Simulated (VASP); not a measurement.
# Al in VASP: a series of runs

Al is run at these levels: PBE; tasks: single point.

Everything below comes from runs of VASP 6.6.1. Logs are shortened: lines on timing, memory, paths and dates and some standing lists are left out, and cuts for length are marked.

### Step 1. The cell of the first run

The cell holds a slab with vacuum, 10 atoms: a = 2.854 Å, b = 2.854 Å, c = 36.112 Å, α = 90.00°, β = 90.00°, γ = 120.00°.

### Step 2. Single point, PBE

Contents of INCAR:

```
SYSTEM = Al
  PREC = Accurate
  ENCUT = 520
  EDIFF = 1E-6
  ISMEAR = 0
  SIGMA = 0.1
  LREAL = .False.
  LASPH = .True.
  NELM = 100
  ALGO = Fast
  ISIF = 2
  LWAVE = .False.
  LCHARG = .True.
  LDIPOL = .True.
  IDIPOL = 3
  DIPOL = 0.5 0.5 0.500
  GGA = PE
  LELF = .True.
  LVHAR = .True.
  LVACPOTAV = .True.
  NBANDS = 26
```

Contents of KPOINTS:

```
regular mesh
0
Gamma
  12 12 1
  0 0 0
```

Contents of POSCAR:

```
Al
1.0
    2.8543223330      0.0000000000      0.0000000000
   -1.4271611665      2.4719156510      0.0000000000
    0.0000000000      0.0000000000     36.1121833172
Al
10
Direct
    0.3333333333      0.6666666667      0.2076861411
    0.0000000000      0.0000000000      0.2726447764
    0.6666666667      0.3333333333      0.3376034117
    0.0000000000      0.0000000000      0.4025620470
    0.3333333333      0.6666666667      0.4675206823
    0.0000000000      0.0000000000      0.5324793177
    0.6666666667      0.3333333333      0.5974379530
    0.0000000000      0.0000000000      0.6623965883
    0.3333333333      0.6666666667      0.7273552236
    0.0000000000      0.0000000000      0.7923138589
```

Potentials or basis: VASP PAW PBE potentials, release 64 (Al).

On the command line:

```console
cat potpaw_PBE.64/Al/POTCAR > POTCAR
mpirun -np 1 vasp_std > vasp.out
```

OUTCAR:

```text
SYSTEM = Al
   PREC = Accurate
   ENCUT = 520
   EDIFF = 1E-6
   ISMEAR = 0
   LREAL = .False.
   LASPH = .True.
   NELM = 100
   ISIF = 2
   GGA = PE

 ion  position               nearest neighbor table
   1  0.333  0.667  0.208-   2 2.87   2 2.87   2 2.87
   2  0.000  0.000  0.273-   1 2.87   3 2.87   3 2.87   1 2.87   3 2.87   1 2.87
   3  0.667  0.333  0.338-   2 2.87   4 2.87   2 2.87   4 2.87   2 2.87   4 2.87
   4  0.000  0.000  0.403-   5 2.87   3 2.87   5 2.87   3 2.87   5 2.87   3 2.87
   5  0.333  0.667  0.468-   4 2.87   4 2.87   4 2.87   6 2.87   6 2.87   6 2.87
   6  0.000  0.000  0.532-   7 2.87   7 2.87   7 2.87   5 2.87   5 2.87   5 2.87
   7  0.667  0.333  0.597-   6 2.87   8 2.87   6 2.87   8 2.87   6 2.87   8 2.87
   8  0.000  0.000  0.662-   7 2.87   9 2.87   7 2.87   9 2.87   7 2.87   9 2.87
   9  0.333  0.667  0.727-   8 2.87  10 2.87   8 2.87  10 2.87   8 2.87  10 2.87
  10  0.000  0.000  0.792-   9 2.87   9 2.87   9 2.87

  LATTYP: Found a hexagonal cell.
 ALAT       =     2.8543223330
 C/A-ratio  =    12.6517537629

  Lattice vectors:

 A1 = (   2.8543223330,   0.0000000000,   0.0000000000)
 A2 = (  -1.4271611665,   2.4719156510,   0.0000000000)
 A3 = (   0.0000000000,   0.0000000000,  36.1121833172)

Analysis of symmetry for initial positions (statically):
=====================================================================
 Subroutine PRICEL returns:
 Original cell was already a primitive cell.

 Routine SETGRP: Setting up the symmetry group for a
 hexagonal supercell.

 Subroutine GETGRP returns: Found  6 space group operations
 (whereof  6 operations were pure point group operations)
 out of a pool of 24 trial point group operations.

The static configuration has the point symmetry C_3v.

Analysis of symmetry for dynamics (positions and initial velocities):
=====================================================================
 Subroutine PRICEL returns:
 Original cell was already a primitive cell.

 Routine SETGRP: Setting up the symmetry group for a
 hexagonal supercell.

 Subroutine GETGRP returns: Found  6 space group operations
 (whereof  6 operations were pure point group operations)
 out of a pool of 24 trial point group operations.

The dynamic configuration has the point symmetry C_3v.

 Subroutine INISYM returns: Found  6 space group operations
 (whereof  6 operations are pure point group operations),
 and found     1 'primitive' translations

----------------------------------------------------------------------------------------

                                     Primitive cell

  volume of cell :     254.7947

  direct lattice vectors                    reciprocal lattice vectors
     2.854322333  0.000000000  0.000000000     0.350345856  0.202272274  0.000000000
    -1.427161166  2.471915651  0.000000000     0.000000000  0.404544548  0.000000000
     0.000000000  0.000000000 36.112183317     0.000000000  0.000000000  0.027691485

  length of vectors
     2.854322333  2.854322333 36.112183317     0.404544548  0.404544548  0.027691485

  position of ions in fractional coordinates (direct lattice)
     0.333333333  0.666666667  0.207686141
     0.000000000  0.000000000  0.272644776
     0.666666667  0.333333333  0.337603412
     0.000000000  0.000000000  0.402562047
     0.333333333  0.666666667  0.467520682
     0.000000000  0.000000000  0.532479318
     0.666666667  0.333333333  0.597437953
     0.000000000  0.000000000  0.662396588
     0.333333333  0.666666667  0.727355224
     0.000000000  0.000000000  0.792313859

  ion indices of the primitive-cell ions
   primitive index   ion index
                 1           1
                 2           2
                 3           3
                 4           4
                 5           5
                 6           6
                 7           7
                 8           8
                 9           9
                10          10

----------------------------------------------------------------------------------------

 KPOINTS: regular mesh

Automatic generation of k-mesh.
 Grid dimensions read from file:
 generate k-points for:   12   12    1

 Generating k-lattice:

  Cartesian coordinates                     Fractional coordinates (reciprocal lattice)
     0.029195488  0.016856023  0.000000000     0.083333333  0.000000000  0.000000000
     0.000000000  0.033712046  0.000000000     0.000000000  0.083333333  0.000000000
     0.000000000  0.000000000  0.027691485     0.000000000  0.000000000  1.000000000

  Length of vectors
     0.033712046  0.033712046  0.027691485

  Shift w.r.t. Gamma in fractional coordinates (k-lattice)
     0.000000000  0.000000000  0.000000000

 Subroutine IBZKPT returns following result:
 ===========================================

 Found     19 irreducible k-points:

 Following reciprocal coordinates:
            Coordinates               Weight
  0.000000  0.000000  0.000000      1.000000
  0.083333 -0.000000  0.000000      6.000000
  0.166667 -0.000000  0.000000      6.000000
  0.250000  0.000000  0.000000      6.000000
  0.333333 -0.000000  0.000000      6.000000
  0.416667 -0.000000  0.000000      6.000000
[... 11 lines left out ...]
  0.333333  0.250000  0.000000     12.000000
  0.333333  0.333333  0.000000      2.000000
   k-points           NKPTS =     19   k-points in BZ     NKDIM =     19   number of bands    NBANDS=     26
   number of dos      NEDOS =    301   number of ions     NIONS =     10
   total plane-waves  NPLWV = 155520
   dimension x,y,z NGX =    24 NGY =   24 NGZ =  270
   dimension x,y,z NGXF=    48 NGYF=   48 NGZF=  540
   ions per type =              10
   NGX,Y,Z   is equivalent  to a cutoff of  13.98, 13.98, 12.43 a.u.
   NGXF,Y,Z  is equivalent  to a cutoff of  27.96, 27.96, 24.86 a.u.
 SYSTEM =  Al
   PREC   = accura    normal or accurate (medium, high low for compatibility)
   ISTART =      0    job   : 0-new  1-cont  2-samecut
   ICHARG =      2    charge: 1-file 2-atom 10-const
   ISPIN  =      1    spin polarized calculation?
   LNONCOLLINEAR =      F non collinear calculations
   LSORBIT =      F    spin-orbit coupling
   LASPH  =      T    aspherical Exc in radial PAW
   ENCUT  =  520.0 eV  38.22 Ry    6.18 a.u.   5.31  5.31 67.14*2*pi/ulx,y,z
   NELM   =    100;   NELMIN=  2; NELMDL= -5     # of ELM steps
   EDIFF  = 0.1E-05   stopping-criterion for ELM
   LREAL  =      F    real-space projection
   EDIFFG = 0.1E-04   stopping-criterion for IOM
   NSW    =      0    number of steps for IOM
   IBRION =     -1    ionic relax: 0-MD 1-quasi-New 2-CG
   NFREE  =      0    steps in history (QN), initial steepest desc. (CG)
   ISIF   =      2    stress and relaxation
   ISYM   =      2    0-nonsym 1-usesym 2-fastsym
   POTIM  = 0.5000    time-step for ionic-motion
   TEBEG  =    0.0;   TEEND  =   0.0 temperature during run
   PSTRESS=    0.0 pullay stress
   NELECT =      30.0000    total number of electrons
   NUPDOWN=      -1.0000    fix difference up-down
   EMIN   =  10.00;   EMAX   =-10.00  energy-range for DOS
   EFERMI =   0.00;   METHOD = LEGACY
   ISMEAR =     0;   SIGMA  =   0.10  broadening in eV -4-tet -1-fermi 0-gaus
   EFERMI_NEDOS =   21; number of points for ismear=-14 and -15
   IALGO  =     68    algorithm
   IMIX   =      4    mixing-type and parameters
     AMIX     =   0.40;   BMIX     =  1.00
     AMIX_MAG =   1.60;   BMIX_MAG =  1.00
  volume/ion in A,a.u.               =      25.48       171.94
  Fermi-wavevector in a.u.,A,eV,Ry     =   0.802389  1.516296  8.759819  0.643829
  Thomas-Fermi vector in A             =   1.910058
   LORBIT       =      0    0 simple, 1 ext, 2 COOP (PROOUT), +10 PAW based schemes
   GGA     = PE    functional components
   LHFCALC =     F    Hartree Fock is set to
   AEXX    =    0.0000 exact exchange contribution
   IVDW    =     0    specifies the selected vdW correction
   LEPSILON=     F    determine dielectric tensor
   LRPA    =     F    only Hartree local field effects (RPA)
 non-spin polarized calculation
 RMM-DIIS sequential band-by-band and
 Gauss-broadening in eV      SIGMA  =   0.10
  energy-cutoff  :      520.00
  volume of cell :      254.79
 maximum number of plane-waves:      6911
 NGX is ok and might be reduce to    24
   NGX = 11   NGY = 11   NGZ =135

 dipolmoment           0.000000      0.000000      0.021038 electrons x Angstroem

 number of electron      30.0000000 magnetization

 dipolmoment           0.000000      0.000000     -0.000598 electrons x Angstroem

 Free energy of the ion-electron system (eV)
  ---------------------------------------------------
  ext. energy  EPLUGINS =         0.00000000
  ---------------------------------------------------
  free energy    TOTEN  =       -36.62572919 eV

  energy without entropy =      -36.60352626  energy(sigma->0) =      -36.61462773

 E-fermi :   3.7670     XC(G=0):  -7.1236

 val. band max:        3.7594181973   @ k =   0.4167   0.1667   0.0000
 cond. band min:       3.7888374843   @ k =   0.2500   0.1667   0.0000
 fundamental gap:      0.0294192870
 Fermi energy:         3.7670061278

 k-point     1 :       0.0000    0.0000    0.0000
  band No.  band energies     occupation
      1      -7.2446      2.00000
      2      -7.0540      2.00000
      3      -6.7459      2.00000
      4      -6.3211      2.00000
      5      -5.7718      2.00000
      6      -5.1073      2.00000
[... 18 lines left out ...]
     25      14.6226      0.00000
     26      14.7943      0.00000

 k-point     2 :       0.0833   -0.0000    0.0000
  band No.  band energies     occupation
      1      -7.0766      2.00000
      2      -6.8862      2.00000
      3      -6.5783      2.00000
      4      -6.1540      2.00000
      5      -5.6053      2.00000
      6      -4.9414      2.00000
[... 18 lines left out ...]
     25      12.2068      0.00000
[... 463 lines left out ...]
     25       5.3463      0.00000
     26       5.8442      0.00000

 k-point    19 :       0.3333    0.3333    0.0000
  band No.  band energies     occupation
      1       0.4912      2.00000
      2       0.6399      2.00000
      3       0.6401      2.00000
      4       0.6611      2.00000
      5       0.8076      2.00000
      6       0.8227      2.00000
[... 18 lines left out ...]
     25       5.3402      0.00000
     26       5.4986      0.00000

------------------------ aborting loop because EDIFF is reached ----------------------------------------

  FORCE on cell =-STRESS in cart. coord.  units (eV):
  Direction    XX          YY          ZZ          XY          YZ          ZX
  --------------------------------------------------------------------------------------
  -------------------------------------------------------------------------------------
  Total       -0.7960057     -0.7960057     -0.3533042     -0.0000000      0.0000000      0.0000000
  in kB       -5.0053718     -5.0053718     -2.2216162     -0.0000000      0.0000000      0.0000000
  external PRESSURE =      -4.0774533 kB  Pullay stress =       0.0000000 kB

 VOLUME and BASIS-vectors are now :
 -----------------------------------------------------------------------------
  energy-cutoff  :      520.00
  volume of cell :      254.79
      direct lattice vectors                 reciprocal lattice vectors
     2.854322333  0.000000000  0.000000000     0.350345856  0.202272274  0.000000000
    -1.427161166  2.471915651  0.000000000     0.000000000  0.404544548  0.000000000
     0.000000000  0.000000000 36.112183317     0.000000000  0.000000000  0.027691485

 POSITION                                       TOTAL-FORCE (eV/Angst)
 -----------------------------------------------------------------------------------
     -0.00000      1.64794      7.50000         0.000000     -0.000000     -0.003855
      0.00000      0.00000      9.84580        -0.000000     -0.000000      0.044776
      1.42716      0.82397     12.19160        -0.000000     -0.000000     -0.022910
      0.00000      0.00000     14.53739        -0.000000      0.000000      0.006136
     -0.00000      1.64794     16.88319        -0.000000      0.000000      0.039356
      0.00000      0.00000     19.22899        -0.000000      0.000000     -0.027934
      1.42716      0.82397     21.57479        -0.000000      0.000000     -0.039323
      0.00000      0.00000     23.92059        -0.000000      0.000000      0.056211
     -0.00000      1.64794     26.26639         0.000000     -0.000000     -0.131413
      0.00000      0.00000     28.61218        -0.000000      0.000000      0.078958
 -----------------------------------------------------------------------------------
    total drift:                               -0.000000      0.000000      0.000040

  FREE ENERGIE OF THE ION-ELECTRON SYSTEM (eV)
  ---------------------------------------------------
  free  energy   TOTEN  =       -36.6257291880 eV

  energy  without entropy=      -36.6035262621  energy(sigma->0) =      -36.61462773

 vacuum level on the upper side and lower side of the slab         7.806         7.821
```

Run time: 8.8 min. Hardware: 1 thread of Intel Xeon 8259CL, shared host; peak memory 0.42 GiB.

Results:

| Property | Result |
| --- | --- |
| Free energy | -36.6257 eV |
| Largest force | 0.131 eV/Å |
| Band gap on the k mesh | zero (bands 15 and 16 overlap by 3.47 eV) |

Forces in eV/Å, atoms in the order of the input:
```
Al   0.000  0.000 -0.004
Al   0.000  0.000  0.045
Al   0.000  0.000 -0.023
Al   0.000  0.000  0.006
Al   0.000  0.000  0.039
Al   0.000  0.000 -0.028
Al   0.000  0.000 -0.039
Al   0.000  0.000  0.056
Al   0.000  0.000 -0.131
Al   0.000  0.000  0.079
```

### Step 3. Single point, PBE

Contents of INCAR:

```
SYSTEM = Al
PREC     = Accurate       ! precision mode
ENCUT    = 520            ! plane-wave cutoff, eV
EDIFF    = 1E-7           ! SCF threshold, eV
ISMEAR   = 0              ! smearing method
SIGMA    = 0.1            ! smearing width, eV
LREAL    = .False.        ! projectors in reciprocal space
LASPH    = .True.         ! aspherical terms in the spheres
NELM     = 60             ! most SCF steps
ALGO     = Fast           ! electronic algorithm
ISIF     = 2              ! what is computed and relaxed
LWAVE    = .False.        ! write WAVECAR
LCHARG   = .False.        ! write CHGCAR
LDIPOL   = .True.       
IDIPOL   = 3            
DIPOL    = 0.5 0.5 0.500
GGA      = PE             ! functional
NBANDS   = 26             ! bands
```

KPOINTS is that of step 2.

Contents of POSCAR:

```
Al
1.0
    2.8543223330      0.0000000000      0.0000000000
   -1.4271611665      2.4719156510      0.0000000000
    0.0000000000      0.0000000000     36.1121833172
Al
10
Direct
    0.3333333333      0.6666666667      0.2088514877
    0.0000000000      0.0000000000      0.2738484987
    0.6666666667      0.3333333333      0.3383340665
    0.0000000000      0.0000000000      0.4030680681
    0.3333333333      0.6666666667      0.4677907301
    0.0000000000      0.0000000000      0.5320367510
    0.6666666667      0.3333333333      0.5966283082
    0.0000000000      0.0000000000      0.6615947176
    0.3333333333      0.6666666667      0.7259881669
    0.0000000000      0.0000000000      0.7918592052
```

Potentials or basis: VASP PAW PBE potentials, release 64 (Al).

On the command line:

```console
cat potpaw_PBE.64/Al/POTCAR > POTCAR
mpirun -np 1 vasp_std > vasp.out
```

Wall time 9.8 min (1 thread of Intel Xeon 8259CL, shared host); peak memory 0.42 GiB.

Results (log left out):

- Free energy: -36.6293 eV
- Largest force: 0.005 eV/Å
- Band gap on the k mesh: zero (bands 15 and 16 overlap by 3.46 eV)

Forces on the atoms (eV/Å):
```
Al   0.000  0.000  0.004
Al   0.000  0.000  0.002
Al   0.000  0.000  0.002
Al   0.000  0.000 -0.001
Al   0.000  0.000 -0.005
Al   0.000  0.000  0.004
Al   0.000  0.000  0.002
Al   0.000  0.000 -0.005
Al   0.000  0.000  0.000
Al   0.000  0.000 -0.004
```

Levels at points of the mesh, in eV from the Fermi level:
```
           k point  band 11  band 12  band 13  band 14  band 15  band 16  band 17  band 18  band 19  band 20
(0.00, 0.00, 0.00)    -4.03    -2.71    -1.38    -0.01     1.35     2.61     3.46     4.23     4.42     5.81
(0.50, 0.00, 0.00)    -2.97    -2.89    -2.33    -2.23    -1.53    -1.13    -0.37    -0.35     0.68     0.82
```
